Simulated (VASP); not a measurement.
# AlN (P1) in VASP: a series of runs

AlN is run at these levels: PBE; tasks: single point.

All numbers are computed with VASP 6.6.1; they aren't measurements. Logs are shortened: lines on timing, memory, paths and dates and some standing lists are left out, and cuts for length are marked.

## Step 1: The cell of the first run

The typed cell holds 8 atoms: a = 4.414 Å, b = 4.419 Å, c = 4.467 Å, α = 89.85°, β = 89.77°, γ = 89.73°.

## Step 2: Single point, PBE (atoms moved at random and the cell strained at random)

The input, INCAR:

```
SYSTEM = AlN
  PREC = Accurate
  ENCUT = 600
  EDIFF = 1E-6
  ISMEAR = 0
  SIGMA = 0.05
  LREAL = .False.
  LASPH = .True.
  NELM = 120
  ALGO = Normal
  ISIF = 2
  LWAVE = .False.
  LCHARG = .False.
  GGA = PE
  NBANDS = 26
  GGA_COMPAT = .False.
```

The input, KPOINTS:

```
Automatic mesh
0
Gamma
  6 6 6
  0 0 0
```

The input, POSCAR:

```
AlN
1.0
    4.4136965063     -0.0104965678     -0.0088343910
    0.0104965678     -4.4187716362     -0.0056695746
    0.0088343910     -0.0056695746     -4.4667899621
Al N
4 4
Direct
    0.0220181292      0.4730482209      0.4931681313
    0.4225935936      0.0110397231      0.5256719061
    0.4981743940      0.4882685446      0.0053543031
   -0.0124985272      0.0438234325      0.0016969501
    0.7121385280      0.7489352165      0.6748994343
    0.2425105496      0.1747633044      0.8076094750
    0.3133762064      0.7684250297      0.2526352987
    0.8016871263      0.2916965283      0.2389645014
```

Potentials or basis: VASP PAW PBE potentials, release 64 (Al, N).

Started as:

```
cat potpaw_PBE.64/Al/POTCAR potpaw_PBE.64/N/POTCAR > POTCAR
mpirun -np 1 vasp_std > vasp.out
```

OUTCAR:

```text
SYSTEM = AlN
   PREC = Accurate
   ENCUT = 600
   EDIFF = 1E-6
   ISMEAR = 0
   LREAL = .False.
   LASPH = .True.
   NELM = 120
   ISIF = 2
   GGA = PE

 ion  position               nearest neighbor table
   1  0.022  0.473  0.493-   8 1.70   5 2.00   7 2.12   6 2.16   2 2.70   4 2.91   4 2.96   2 2.97
                             3 3.02   3 3.11   3 3.18   3 3.25   4 3.34   2 3.35
   2  0.423  0.011  0.526-   6 1.65   7 1.70   5 1.85   8 2.44   1 2.70   4 2.86   1 2.97   3 3.03
                             4 3.04   3 3.15   3 3.16   4 3.29   3 3.30   1 3.35
   3  0.498  0.488  0.005-   7 1.85   8 1.91   6 2.00   5 2.09   4 2.91   4 3.00   1 3.02   2 3.03
                             1 3.11   2 3.15   2 3.16   1 3.18   1 3.25   4 3.28   2 3.30   4 3.32
   4  0.988  0.044  0.002-   6 1.53   8 1.73   7 2.19   5 2.31   2 2.86   1 2.91   3 2.91   1 2.96
                             3 3.00   2 3.04   3 3.28   2 3.29   3 3.32   1 3.34
   5  0.712  0.749  0.675-   2 1.85   1 2.00   3 2.09   4 2.31
   6  0.243  0.175  0.808-   4 1.53   2 1.65   3 2.00   1 2.16
   7  0.313  0.768  0.253-   2 1.70   3 1.85   1 2.12   4 2.19
   8  0.802  0.292  0.239-   1 1.70   4 1.73   3 1.91   2 2.44

  Warning from LATTYP: Got some problem with cell dimensions!
  Tried to take original basis but could not verify dimensions!
  LATTYP: Found a triclinic cell.
 ALAT       =     4.4187877404
 B/A-ratio  =     1.4200987516
 C/A-ratio  =     0.9988526465
 COS(alpha) =     0.0005144131
 COS(beta)  =     0.0047561578
 COS(gamma) =     0.7023562228

  Lattice vectors:

 A1 = (  -0.0104965678,   4.4187716362,   0.0056695746)
 A2 = (  -0.0016621768,   4.4131020616,  -4.4611203875)
 A3 = (  -4.4136965063,   0.0104965678,   0.0088343910)

Analysis of symmetry for initial positions (statically):
=====================================================================
 Subroutine PRICEL returns:
 Original cell was already a primitive cell.

 Routine SETGRP: Setting up the symmetry group for a
 triclinic supercell.

 Subroutine GETGRP returns: Found  1 space group operations
 (whereof  1 operations were pure point group operations)
 out of a pool of  2 trial point group operations.

The static configuration has the point symmetry C_1 .

Analysis of symmetry for dynamics (positions and initial velocities):
=====================================================================
 Subroutine PRICEL returns:
 Original cell was already a primitive cell.

 Routine SETGRP: Setting up the symmetry group for a
 triclinic supercell.

 Subroutine GETGRP returns: Found  1 space group operations
 (whereof  1 operations were pure point group operations)
 out of a pool of  2 trial point group operations.

The dynamic configuration has the point symmetry C_1 .

 Subroutine INISYM returns: Found  1 space group operations
 (whereof  1 operations are pure point group operations),
 and found     1 'primitive' translations

----------------------------------------------------------------------------------------

                                     Primitive cell

  volume of cell :      87.1153

  direct lattice vectors                    reciprocal lattice vectors
     4.413696506 -0.010496568 -0.008834391     0.226569633  0.000537631  0.000447426
     0.010496568 -4.418771636 -0.005669575    -0.000537631 -0.226308881  0.000286184
     0.008834391 -0.005669575 -4.466789962    -0.000447426  0.000286184 -0.223875665

  length of vectors
     4.413717829  4.418787740  4.466802297     0.226570712  0.226309701  0.223876295

  position of ions in fractional coordinates (direct lattice)
     0.022018129  0.473048221  0.493168131
     0.422593594  0.011039723  0.525671906
     0.498174394  0.488268545  0.005354303
     0.987501473  0.043823432  0.001696950
     0.712138528  0.748935217  0.674899434
     0.242510550  0.174763304  0.807609475
     0.313376206  0.768425030  0.252635299
     0.801687126  0.291696528  0.238964501

  ion indices of the primitive-cell ions
   primitive index   ion index
                 1           1
                 2           2
                 3           3
                 4           4
                 5           5
                 6           6
                 7           7
                 8           8

----------------------------------------------------------------------------------------

 KPOINTS: Automatic mesh

Automatic generation of k-mesh.
 Grid dimensions read from file:
 generate k-points for:    6    6    6

 Generating k-lattice:

  Cartesian coordinates                     Fractional coordinates (reciprocal lattice)
     0.037761605  0.000089605  0.000074571     0.166666667 -0.000000000  0.000000000
    -0.000089605 -0.037718147  0.000047697    -0.000000000  0.166666667 -0.000000000
    -0.000074571  0.000047697 -0.037312611     0.000000000  0.000000000  0.166666667

  Length of vectors
     0.037761785  0.037718283  0.037312716

  Shift w.r.t. Gamma in fractional coordinates (k-lattice)
     0.000000000  0.000000000  0.000000000

 Subroutine IBZKPT returns following result:
 ===========================================

 Found    112 irreducible k-points:

 Following reciprocal coordinates:
            Coordinates               Weight
  0.000000  0.000000  0.000000      1.000000
  0.166667  0.000000  0.000000      2.000000
  0.333333  0.000000  0.000000      2.000000
  0.500000 -0.000000  0.000000      1.000000
  0.000000  0.166667  0.000000      2.000000
  0.166667  0.166667  0.000000      2.000000
[... 16 lines left out ...]
  0.333333  0.000000  0.166667      2.000000
  0.500000  0.000000  0.166667      2.000000
 [... further k-points ...]
   k-points           NKPTS =    112   k-points in BZ     NKDIM =    112   number of bands    NBANDS=     26
   number of dos      NEDOS =    301   number of ions     NIONS =      8
   total plane-waves  NPLWV =  46656
   dimension x,y,z NGX =    36 NGY =   36 NGZ =   36
   dimension x,y,z NGXF=    72 NGYF=   72 NGZF=   72
   ions per type =               4   4
   NGX,Y,Z   is equivalent  to a cutoff of  13.56, 13.54, 13.40 a.u.
   NGXF,Y,Z  is equivalent  to a cutoff of  27.12, 27.09, 26.80 a.u.
 SYSTEM =  AlN
   PREC   = accura    normal or accurate (medium, high low for compatibility)
   ISTART =      0    job   : 0-new  1-cont  2-samecut
   ICHARG =      2    charge: 1-file 2-atom 10-const
   ISPIN  =      1    spin polarized calculation?
   LNONCOLLINEAR =      F non collinear calculations
   LSORBIT =      F    spin-orbit coupling
   LASPH  =      T    aspherical Exc in radial PAW
   ENCUT  =  600.0 eV  44.10 Ry    6.64 a.u.   8.82  8.83  8.92*2*pi/ulx,y,z
   NELM   =    120;   NELMIN=  2; NELMDL= -5     # of ELM steps
   EDIFF  = 0.1E-05   stopping-criterion for ELM
   LREAL  =      F    real-space projection
[... 7 lines left out ...]
   TEBEG  =    0.0;   TEEND  =   0.0 temperature during run
   PSTRESS=    0.0 pullay stress
   NELECT =      32.0000    total number of electrons
   NUPDOWN=      -1.0000    fix difference up-down
   EMIN   =  10.00;   EMAX   =-10.00  energy-range for DOS
   EFERMI =   0.00;   METHOD = LEGACY
   ISMEAR =     0;   SIGMA  =   0.05  broadening in eV -4-tet -1-fermi 0-gaus
   EFERMI_NEDOS =   21; number of points for ismear=-14 and -15
   IALGO  =     38    algorithm
   IMIX   =      4    mixing-type and parameters
     AMIX     =   0.40;   BMIX     =  1.00
     AMIX_MAG =   1.60;   BMIX_MAG =  1.00
  volume/ion in A,a.u.               =      10.89        73.49
  Fermi-wavevector in a.u.,A,eV,Ry     =   1.172447  2.215604 18.703007  1.374632
  Thomas-Fermi vector in A             =   2.308876
   LORBIT       =      0    0 simple, 1 ext, 2 COOP (PROOUT), +10 PAW based schemes
   GGA     = PE    functional components
   LHFCALC =     F    Hartree Fock is set to
   AEXX    =    0.0000 exact exchange contribution
   IVDW    =     0    specifies the selected vdW correction
   LEPSILON=     F    determine dielectric tensor
   LRPA    =     F    only Hartree local field effects (RPA)
 non-spin polarized calculation
 Gauss-broadening in eV      SIGMA  =   0.05
  energy-cutoff  :      600.00
  volume of cell :       87.12
 maximum number of plane-waves:      2935
   NGX = 17   NGY = 17   NGZ = 17

 number of electron      32.0000000 magnetization

 Free energy of the ion-electron system (eV)
  ---------------------------------------------------
  ext. energy  EPLUGINS =         0.00000000
  ---------------------------------------------------
  free energy    TOTEN  =       -52.65707602 eV

  energy without entropy =      -52.65707602  energy(sigma->0) =      -52.65707602

 E-fermi :   6.8819     XC(G=0): -10.7384

 val. band max:        6.6018897501   @ k =   0.5000   0.3333   0.5000
 cond. band min:       7.4426745739   @ k =   0.0000   0.0000   0.0000
 fundamental gap:      0.8407848238
 Fermi energy:         6.8819146489

 k-point     1 :       0.0000    0.0000    0.0000
  band No.  band energies     occupation
      1      -9.7121      2.00000
      2      -7.5415      2.00000
      3      -6.7390      2.00000
      4      -5.6561      2.00000
      5       0.3442      2.00000
      6       0.5883      2.00000
[... 18 lines left out ...]
     25      15.6565      0.00000
     26      16.9722      0.00000

 k-point     2 :       0.1667    0.0000    0.0000
  band No.  band energies     occupation
      1      -9.6174      2.00000
      2      -7.6010      2.00000
      3      -6.7923      2.00000
      4      -5.6979      2.00000
      5       0.3695      2.00000
      6       0.6319      2.00000
[... 18 lines left out ...]
     25      15.8103      0.00000
     26      16.9380      0.00000

 k-point     3 :       0.3333    0.0000    0.0000
  band No.  band energies     occupation
      1      -9.3841      2.00000
      2      -7.7980      2.00000
      3      -6.8856      2.00000
      4      -5.7499      2.00000
      5       0.5328      2.00000
      6       0.7671      2.00000
[... 572 lines left out ...]
 k-point    23 :       0.3333    0.0000    0.1667
  band No.  band energies     occupation
      1      -9.3042      2.00000
      2      -7.7622      2.00000
      3      -6.9762      2.00000
      4      -5.8226      2.00000
      5       0.4387      2.00000
      6       0.8753      2.00000
[... 18 lines left out ...]
     25      16.0603      0.00000
     26      16.4330      0.00000

 k-point    24 :       0.5000    0.0000    0.1667
  band No.  band energies     occupation
      1      -9.1603      2.00000
      2      -7.8882      2.00000
      3      -7.0039      2.00000
      4      -5.8543      2.00000
      5       0.4079      2.00000
      6       0.8991      2.00000
[... 18 lines left out ...]
     25      15.8348      0.00000
     26      16.3786      0.00000

 [... further k-points ...]
[... 5 lines left out ...]
  --------------------------------------------------------------------------------------
  -------------------------------------------------------------------------------------
  Total       10.5945145      4.9351332     14.5778113     -1.7132526      5.4319780      7.4823545
  in kB      194.8484528     90.7642408    268.1070448    -31.5091950     99.9019357    137.6113267
  external PRESSURE =     184.5732462 kB  Pullay stress =       0.0000000 kB

 VOLUME and BASIS-vectors are now :
 -----------------------------------------------------------------------------
  energy-cutoff  :      600.00
  volume of cell :       87.12
      direct lattice vectors                 reciprocal lattice vectors
     4.413696506 -0.010496568 -0.008834391     0.226569633  0.000537631  0.000447426
     0.010496568 -4.418771636 -0.005669575    -0.000537631 -0.226308881  0.000286184
     0.008834391 -0.005669575 -4.466789962    -0.000447426  0.000286184 -0.223875665

 POSITION                                       TOTAL-FORCE (eV/Angst)
 -----------------------------------------------------------------------------------
      0.10650     -2.09332     -2.20575        -0.189061     -4.311522     -2.056940
      1.86996     -0.05620     -2.35186         6.190085      2.165348      1.867504
      2.20396     -2.16281     -0.03109         1.599847     -1.529874      0.777708
      4.35901     -0.20402     -0.01655        -6.917227      8.349826     -4.631063
      3.15699     -3.32068     -3.02517         2.366405      1.049132     -3.759890
      1.07934     -0.77936     -3.61056         5.603176     -9.517563      4.891196
      1.39345     -3.40022     -1.13559        -4.577587      2.635889      2.271848
      3.54358     -1.29871     -1.07614        -4.075638      1.158762      0.639638
 -----------------------------------------------------------------------------------
    total drift:                               -0.000844      0.000205     -0.001672

  FREE ENERGIE OF THE ION-ELECTRON SYSTEM (eV)
  ---------------------------------------------------
  free  energy   TOTEN  =       -52.6570760185 eV

  energy  without entropy=      -52.6570760185  energy(sigma->0) =      -52.65707602
```

Wall time 5.1 min (1 thread of Oxide Virtual Turin-like, shared host); peak memory 0.32 GiB.

What came out:

- Free energy: -52.6571 eV
- Pressure: 18.5 GPa
- Largest force: 12.079 eV/Å
- Band gap on the k mesh: 0.84 eV (least direct gap 0.97 eV)

Forces in eV/Å, atoms in the order of the input:
```
Al  -0.189 -4.312 -2.057
Al   6.190  2.165  1.868
Al   1.600 -1.530  0.778
Al  -6.917  8.350 -4.631
N    2.366  1.049 -3.760
N    5.603 -9.518  4.891
N   -4.578  2.636  2.272
N   -4.076  1.159  0.640
```

Stress tensor (GPa, compression positive):
```
19.48 -3.15 13.76
-3.15  9.08  9.99
13.76  9.99 26.81
```

Caveat: the cell differs from its parent crystal (atoms moved at random and the cell strained at random); the stress differs along the axes, from 9 to 27 GPa; forces of over 1 eV/Å act on the atoms, so gaps and moduli don't describe the material at rest.

## Step 3: Single point, PBE

The input, INCAR:

```
PREC     = Accurate       # precision mode
ENCUT    = 600            # plane-wave cutoff, eV
EDIFF    = 1E-6           # SCF threshold, eV
ISMEAR   = 0              # smearing method
SIGMA    = 0.05           # smearing width, eV
LREAL    = False          # projectors in reciprocal space
LASPH    = True           # aspherical terms in the spheres
NELM     = 120            # most SCF steps
ALGO     = Normal         # electronic algorithm
ISIF     = 2              # what is computed and relaxed
LWAVE    = False          # write WAVECAR
LCHARG   = False          # write CHGCAR
GGA      = PE             # functional
NBANDS   = 26             # bands
GGA_COMPAT= False
```

The input, KPOINTS:

```
Automatic mesh
0
Gamma
  6 6 6
```

POSCAR is that of step 2.

Potentials or basis: VASP PAW PBE potentials, release 64 (Al, N).

Started as:

```
cat potpaw_PBE.64/Al/POTCAR potpaw_PBE.64/N/POTCAR > POTCAR
mpirun -np 1 vasp_std > vasp.out
```

Run time: 3.8 min. Hardware: 1 thread of Oxide Virtual Turin-like, shared host; peak memory 0.32 GiB.

The run converged. Its results:

- Free energy: -52.6571 eV
- Pressure: 18.5 GPa
- Largest force: 12.079 eV/Å
- Band gap on the k mesh: 0.84 eV (least direct gap 0.97 eV)

Forces in eV/Å, atoms in the order of the input:
```
Al  -0.189 -4.312 -2.057
Al   6.190  2.165  1.868
Al   1.600 -1.530  0.778
Al  -6.917  8.350 -4.631
N    2.366  1.049 -3.760
N    5.603 -9.518  4.891
N   -4.578  2.636  2.272
N   -4.076  1.159  0.640
```

Stress tensor (GPa, compression positive):
```
19.48 -3.15 13.76
-3.15  9.08  9.99
13.76  9.99 26.81
```

Levels at points of the mesh, in eV from the valence-band top:
| k point | band 13 | band 14 | band 15 | band 16 | band 17 | band 18 | band 19 | band 20 |
| --- | --- | --- | --- | --- | --- | --- | --- | --- |
| (0.00, 0.00, 0.00) | -2.03 | -0.99 | -0.96 | -0.13 | 0.84 | 2.23 | 2.44 | 3.78 |
| (0.50, 0.00, 0.00) | -2.52 | -1.82 | -1.22 | -0.78 | 2.85 | 3.78 | 4.25 | 5.60 |
| (0.00, 0.50, 0.00) | -2.49 | -2.07 | -1.20 | -0.58 | 3.07 | 4.24 | 4.53 | 5.58 |
| (0.50, 0.50, 0.00) | -1.93 | -1.15 | -1.03 | -0.65 | 4.20 | 5.02 | 5.65 | 6.52 |
| (0.00, 0.00, 0.50) | -2.05 | -1.71 | -1.55 | -1.01 | 2.35 | 3.81 | 4.09 | 5.45 |
| (0.50, 0.00, 0.50) | -2.43 | -1.85 | -0.71 | -0.03 | 3.66 | 4.60 | 5.48 | 6.28 |
| (0.00, 0.50, 0.50) | -2.19 | -1.47 | -0.92 | -0.37 | 3.63 | 5.00 | 5.28 | 6.56 |
| (0.50, 0.50, 0.50) | -1.17 | -0.78 | -0.50 | -0.01 | 3.86 | 5.20 | 5.54 | 5.94 |

Caveat: the stress differs along the axes, from 9 to 27 GPa; forces of over 1 eV/Å act on the atoms, so gaps and moduli don't describe the material at rest. A k mesh can miss the band edges.
